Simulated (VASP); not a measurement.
Wanted: the native input for a VASP 6.6.1 run.

| Quantity | Value |
| --- | --- |
| Task | single point |
| Functional | r2SCAN |
| Potentials or basis | VASP PAW PBE potentials, release 64 (Bi_d) |
| Cutoff | 520 eV |
| k mesh | 6 × 6 × 4 |
| Occupations | fermi-dirac, width 0.05 eV |
| Spin | no spin polarisation |
| Dipole correction | no |
| Further INCAR settings | ALGO = Normal; EDIFF = 1e-07; NBANDS = 38 |

The system is Bi.

```
CELL_PARAMETERS angstrom
4.62715 0.00000 0.00000
0.00000 4.49601 0.00000
-0.34365 0.00000 6.46824
ATOMIC_POSITIONS crystal
Bi 0.25137 0.25000 0.74873
Bi 0.74863 0.75000 0.25127
Bi 0.24989 0.25000 0.24888
Bi 0.75011 0.75000 0.75112
```

One way to write it, as run:

POSCAR

```
Bi
1.0
    4.6271467306      0.0000000000      0.0000000000
    0.0000000000      4.4960092178      0.0000000000
   -0.3436514168      0.0000000000      6.4682424009
Bi
4
Direct
    0.2513749200      0.2500000000      0.7487333800
    0.7486250800      0.7500000000      0.2512666200
    0.2498876900      0.2500000000      0.2488803300
    0.7501123100      0.7500000000      0.7511196700
```

INCAR.step1

```
SYSTEM = Bi
PREC = Accurate
ENCUT = 520
ISMEAR = -1
SIGMA = 0.05
LREAL = .FALSE.
LASPH = .TRUE.
NELM = 60
NBANDS = 38
GGA = PE
ALGO = Normal
EDIFF = 1E-4
LWAVE = .TRUE.
LCHARG = .FALSE.
```

INCAR.step2

```
SYSTEM = Bi
PREC = Accurate
ENCUT = 520
EDIFF = 1E-7
ISMEAR = -1
SIGMA = 0.05
LREAL = .FALSE.
LASPH = .TRUE.
NELM = 60
ALGO = Normal
ISIF = 2
LWAVE = .FALSE.
LCHARG = .TRUE.
METAGGA = R2SCAN
LMIXTAU = .TRUE.
LELF = .TRUE.
LVHAR = .TRUE.
NBANDS = 38
ISTART = 1
```

KPOINTS

```
Automatic mesh
0
G
  6 6 4
  0 0 0
```

Potentials or basis: VASP PAW PBE potentials, release 64 (Bi_d).

Run with:

```console
$ cat potpaw_PBE.64/Bi_d/POTCAR > POTCAR
$ cp INCAR.step1 INCAR
$ mpirun -np 1 vasp_std > vasp.out
$ cp INCAR.step2 INCAR
$ mpirun -np 1 vasp_std > vasp.out
```

Results of the run:

* Pressure: 1.2 GPa
* Band gap on the k mesh: zero (bands 30 and 31 overlap by 0.37 eV)

Caveat: the PAW data sets were made with another functional, which shifts forces and pressure a little; spin-orbit coupling is left out, which moves the levels of the heavy elements.

Wall time 17 min on 1 thread of Oxide Virtual Turin-like Processor (shared host), peak memory 0.35 GiB.
